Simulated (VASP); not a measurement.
# BN (BN (F-43m)) (F-43m) in VASP: a series of runs

The runs below take BN (BN (F-43m)) through single point, with PBE.

Everything below comes from runs of VASP 6.6.1. Logs are shortened: lines on timing, memory, paths and dates and some standing lists are left out, and cuts for length are marked.

### 1 The cell of the first run

The structure is cubic, space group F-43m (No. 216). The conventional cell has a = 3.624 Å, b = 3.624 Å, c = 3.624 Å, α = 90.00°, β = 90.00°, γ = 90.00°. Within 2.1 Å of B (site symmetry -43m) lie 4 N at 1.57 Å. N (site symmetry -43m) has 4 B at 1.57 Å within 2.1 Å.

### 2 Single point, PBE

The input, INCAR:

```
PREC = Accurate ; ENCUT = 600
EDIFF = 1E-6 ; ISMEAR = -1
SIGMA = 0.01 ; LREAL = F
LASPH = T ; NELM = 120
ALGO = Normal ; ISIF = 2
LWAVE = F ; LCHARG = T
GGA = PE ; LELF = T
LVHAR = T ; NBANDS = 11
GGA_COMPAT = F
```

The input, KPOINTS:

```
Automatic mesh
0
Gamma
  8 8 8
```

The input, POSCAR:

```
BN
1.0
    0.0000000000      1.8120551922      1.8120551922
    1.8120551922      0.0000000000      1.8120551922
    1.8120551922      1.8120551922      0.0000000000
B N
1 1
Direct
    0.0000000000      0.0000000000      0.0000000000
    0.2499999997      0.2499999997      0.2499999997
```

Potentials or basis: VASP PAW PBE potentials, release 64 (B, N).

Launch:

```
$ cat potpaw_PBE.64/B/POTCAR potpaw_PBE.64/N/POTCAR > POTCAR
$ mpirun -np 1 vasp_std > vasp.out
```

OUTCAR:

```text
PREC = Accurate
   ENCUT = 600
   EDIFF = 1E-6
   ISMEAR = -1
   LREAL = F
   LASPH = T
   NELM = 120
   ISIF = 2
   GGA = PE

 ion  position               nearest neighbor table
   1  0.000  0.000  0.000-   2 1.57   2 1.57   2 1.57   2 1.57
   2  0.250  0.250  0.250-   1 1.57   1 1.57   1 1.57   1 1.57

  LATTYP: Found a face centered cubic cell.
 ALAT       =     3.6241103844

  Lattice vectors:

 A1 = (   0.0000000000,   1.8120551922,   1.8120551922)
 A2 = (   1.8120551922,   0.0000000000,   1.8120551922)
 A3 = (   1.8120551922,   1.8120551922,   0.0000000000)

Analysis of symmetry for initial positions (statically):
=====================================================================
 Subroutine PRICEL returns:
 Original cell was already a primitive cell.

 Routine SETGRP: Setting up the symmetry group for a
 face centered cubic supercell.

 Subroutine GETGRP returns: Found 24 space group operations
 (whereof 24 operations were pure point group operations)
 out of a pool of 48 trial point group operations.

The static configuration has the point symmetry T_d .

Analysis of symmetry for dynamics (positions and initial velocities):
=====================================================================
 Subroutine PRICEL returns:
 Original cell was already a primitive cell.

 Routine SETGRP: Setting up the symmetry group for a
 face centered cubic supercell.

 Subroutine GETGRP returns: Found 24 space group operations
 (whereof 24 operations were pure point group operations)
 out of a pool of 48 trial point group operations.

The dynamic configuration has the point symmetry T_d .

 Subroutine INISYM returns: Found 24 space group operations
 (whereof 24 operations are pure point group operations),
 and found     1 'primitive' translations

----------------------------------------------------------------------------------------

                                     Primitive cell

  volume of cell :      11.8999

  direct lattice vectors                    reciprocal lattice vectors
     0.000000000  1.812055192  1.812055192    -0.275929785  0.275929785  0.275929785
     1.812055192  0.000000000  1.812055192     0.275929785 -0.275929785  0.275929785
     1.812055192  1.812055192  0.000000000     0.275929785  0.275929785 -0.275929785

  length of vectors
     2.562633029  2.562633029  2.562633029     0.477924407  0.477924407  0.477924407

  position of ions in fractional coordinates (direct lattice)
     0.000000000  0.000000000  0.000000000
     0.250000000  0.250000000  0.250000000

  ion indices of the primitive-cell ions
   primitive index   ion index
                 1           1
                 2           2

----------------------------------------------------------------------------------------

 KPOINTS: Automatic mesh

Automatic generation of k-mesh.
 Grid dimensions read from file:
 generate k-points for:    8    8    8

 Generating k-lattice:

  Cartesian coordinates                     Fractional coordinates (reciprocal lattice)
    -0.034491223  0.034491223  0.034491223     0.125000000  0.000000000  0.000000000
     0.034491223 -0.034491223  0.034491223     0.000000000  0.125000000  0.000000000
     0.034491223  0.034491223 -0.034491223     0.000000000  0.000000000  0.125000000

  Length of vectors
     0.059740551  0.059740551  0.059740551

  Shift w.r.t. Gamma in fractional coordinates (k-lattice)
     0.000000000  0.000000000  0.000000000

 Subroutine IBZKPT returns following result:
 ===========================================

 Found     29 irreducible k-points:

 Following reciprocal coordinates:
            Coordinates               Weight
  0.000000  0.000000  0.000000      1.000000
  0.125000  0.000000  0.000000      8.000000
  0.250000  0.000000  0.000000      8.000000
  0.375000  0.000000  0.000000      8.000000
  0.500000  0.000000  0.000000      4.000000
  0.125000  0.125000  0.000000      6.000000
[... 16 lines left out ...]
  0.500000  0.250000  0.125000     48.000000
 -0.375000  0.250000  0.125000     24.000000
 [... further k-points ...]
   k-points           NKPTS =     29   k-points in BZ     NKDIM =     29   number of bands    NBANDS=     11
   number of dos      NEDOS =    301   number of ions     NIONS =      2
   total plane-waves  NPLWV =   8000
   dimension x,y,z NGX =    20 NGY =   20 NGZ =   20
   dimension x,y,z NGXF=    40 NGYF=   40 NGZF=   40
   ions per type =               1   1
   NGX,Y,Z   is equivalent  to a cutoff of  12.97, 12.97, 12.97 a.u.
   NGXF,Y,Z  is equivalent  to a cutoff of  25.95, 25.95, 25.95 a.u.
 SYSTEM =  unknown system
   PREC   = accura    normal or accurate (medium, high low for compatibility)
   ISTART =      0    job   : 0-new  1-cont  2-samecut
   ICHARG =      2    charge: 1-file 2-atom 10-const
   ISPIN  =      1    spin polarized calculation?
   LNONCOLLINEAR =      F non collinear calculations
   LSORBIT =      F    spin-orbit coupling
   LASPH  =      T    aspherical Exc in radial PAW
   ENCUT  =  600.0 eV  44.10 Ry    6.64 a.u.   5.12  5.12  5.12*2*pi/ulx,y,z
   NELM   =    120;   NELMIN=  2; NELMDL= -5     # of ELM steps
   EDIFF  = 0.1E-05   stopping-criterion for ELM
   LREAL  =      F    real-space projection
   EDIFFG = 0.1E-04   stopping-criterion for IOM
   NSW    =      0    number of steps for IOM
   IBRION =     -1    ionic relax: 0-MD 1-quasi-New 2-CG
   NFREE  =      0    steps in history (QN), initial steepest desc. (CG)
   ISIF   =      2    stress and relaxation
   ISYM   =      2    0-nonsym 1-usesym 2-fastsym
   POTIM  = 0.5000    time-step for ionic-motion
   TEBEG  =    0.0;   TEEND  =   0.0 temperature during run
   PSTRESS=    0.0 pullay stress
   NELECT =       8.0000    total number of electrons
   NUPDOWN=      -1.0000    fix difference up-down
   EMIN   =  10.00;   EMAX   =-10.00  energy-range for DOS
   EFERMI =   0.00;   METHOD = LEGACY
   ISMEAR =    -1;   SIGMA  =   0.01  broadening in eV -4-tet -1-fermi 0-gaus
   EFERMI_NEDOS =   21; number of points for ismear=-14 and -15
   IALGO  =     38    algorithm
   IMIX   =      4    mixing-type and parameters
     AMIX     =   0.40;   BMIX     =  1.00
     AMIX_MAG =   1.60;   BMIX_MAG =  1.00
  volume/ion in A,a.u.               =       5.95        40.15
  Fermi-wavevector in a.u.,A,eV,Ry     =   1.434135  2.710122 27.983695  2.056744
  Thomas-Fermi vector in A             =   2.553577
   LORBIT       =      0    0 simple, 1 ext, 2 COOP (PROOUT), +10 PAW based schemes
   GGA     = PE    functional components
   LHFCALC =     F    Hartree Fock is set to
   AEXX    =    0.0000 exact exchange contribution
   IVDW    =     0    specifies the selected vdW correction
   LEPSILON=     F    determine dielectric tensor
   LRPA    =     F    only Hartree local field effects (RPA)
 non-spin polarized calculation
  energy-cutoff  :      600.00
  volume of cell :       11.90
 maximum number of plane-waves:       415
   NGX = 11   NGY = 11   NGZ = 11

 number of electron       7.9999999 magnetization

 Free energy of the ion-electron system (eV)
  ---------------------------------------------------
  ext. energy  EPLUGINS =         0.00000000
  ---------------------------------------------------
  free energy    TOTEN  =       -17.45431737 eV

  energy without entropy =      -17.45431737  energy(sigma->0) =      -17.45431737

 E-fermi :   7.5282     XC(G=0): -12.7849

 val. band max:        7.3100684435   @ k =   0.0000   0.0000   0.0000
 cond. band min:      11.7613460578   @ k =   0.5000   0.5000   0.0000
 fundamental gap:      4.4512776142
 Fermi energy:         7.5281901076

 k-point     1 :       0.0000    0.0000    0.0000
  band No.  band energies     occupation
      1     -12.8352      2.00000
      2       7.3101      2.00000
      3       7.3101      2.00000
      4       7.3101      2.00000
      5      16.0937      0.00000
      6      16.0937      0.00000
      7      16.0937      0.00000
      8      17.5374      0.00000
      9      31.9206      0.00000
     10      34.9844      0.00000
     11      34.9844      0.00000

 k-point     2 :       0.1250    0.0000    0.0000
  band No.  band energies     occupation
      1     -12.4586      2.00000
      2       5.4439      2.00000
      3       6.9331      2.00000
      4       6.9331      2.00000
      5      16.4421      0.00000
      6      16.6598      0.00000
      7      16.6598      0.00000
      8      18.7314      0.00000
      9      31.4997      0.00000
     10      31.8867      0.00000
     11      31.8867      0.00000

 k-point     3 :       0.2500    0.0000    0.0000
  band No.  band energies     occupation
      1     -11.3662      2.00000
      2       1.8615      2.00000
      3       6.1909      2.00000
      4       6.1909      2.00000
      5      16.8776      0.00000
      6      17.6029      0.00000
      7      17.6029      0.00000
      8      20.7813      0.00000
      9      30.6642      0.00000
     10      30.8379      0.00000
     11      30.8379      0.00000

 k-point     4 :       0.3750    0.0000    0.0000
  band No.  band energies     occupation
      1      -9.7553      2.00000
      2      -1.5668      2.00000
      3       5.5991      2.00000
      4       5.5991      2.00000
      5      17.2266      0.00000
      6      17.9679      0.00000
      7      17.9679      0.00000
      8      22.0830      0.00000
      9      30.4557      0.00000
     10      32.3473      0.00000
     11      32.3473      0.00000
[... 239 lines left out ...]
 k-point    22 :       0.3750    0.2500    0.1250
  band No.  band energies     occupation
      1     -10.4358      2.00000
      2       1.6347      2.00000
      3       3.3996      2.00000
      4       5.3021      2.00000
      5      15.8387      0.00000
      6      19.1074      0.00000
      7      19.8318      0.00000
      8      20.5581      0.00000
      9      26.7128      0.00000
     10      32.8917      0.00000
     11      34.5119      0.00000

 k-point    23 :       0.5000    0.2500    0.1250
  band No.  band energies     occupation
      1      -8.9324      2.00000
      2      -0.8656      2.00000
      3       2.5873      2.00000
      4       4.3839      2.00000
      5      16.6612      0.00000
      6      18.6172      0.00000
      7      20.9456      0.00000
      8      21.8689      0.00000
      9      27.3191      0.00000
     10      32.4111      0.00000
     11      34.6773      0.00000

 k-point    24 :      -0.3750    0.2500    0.1250
  band No.  band energies     occupation
      1      -7.9579      2.00000
      2      -2.3225      2.00000
      3       2.5128      2.00000
      4       3.8869      2.00000
      5      16.8694      0.00000
      6      18.4147      0.00000
      7      21.5825      0.00000
      8      22.9848      0.00000
      9      26.6932      0.00000
     10      33.0210      0.00000
     11      34.6691      0.00000

 [... further k-points ...]
[... 5 lines left out ...]
  --------------------------------------------------------------------------------------
  -------------------------------------------------------------------------------------
  Total        0.0112052      0.0112052      0.0112052      0.0000000      0.0000000     -0.0000000
  in kB        1.5086421      1.5086421      1.5086421      0.0000000      0.0000000     -0.0000000
  external PRESSURE =       1.5086421 kB  Pullay stress =       0.0000000 kB

 VOLUME and BASIS-vectors are now :
 -----------------------------------------------------------------------------
  energy-cutoff  :      600.00
  volume of cell :       11.90
      direct lattice vectors                 reciprocal lattice vectors
     0.000000000  1.812055192  1.812055192    -0.275929785  0.275929785  0.275929785
     1.812055192  0.000000000  1.812055192     0.275929785 -0.275929785  0.275929785
     1.812055192  1.812055192  0.000000000     0.275929785  0.275929785 -0.275929785

 POSITION                                       TOTAL-FORCE (eV/Angst)
 -----------------------------------------------------------------------------------
      0.00000      0.00000      0.00000        -0.000000     -0.000000     -0.000000
      0.90603      0.90603      0.90603         0.000000      0.000000      0.000000
 -----------------------------------------------------------------------------------
    total drift:                                0.000001      0.000001      0.000001

  FREE ENERGIE OF THE ION-ELECTRON SYSTEM (eV)
  ---------------------------------------------------
  free  energy   TOTEN  =       -17.4543173679 eV

  energy  without entropy=      -17.4543173679  energy(sigma->0) =      -17.45431737
```

Run time: 3.6 s. Hardware: 1 thread of Intel Xeon Platinum 8488C (Sapphire Rapids), shared host; peak memory 0.12 GiB.

Results:

- Free energy: -17.4543 eV
- Pressure: 0.2 GPa
- Band gap on the k mesh: 4.45 eV, indirect (least direct gap 8.78 eV)

[end of part 1 of 2]
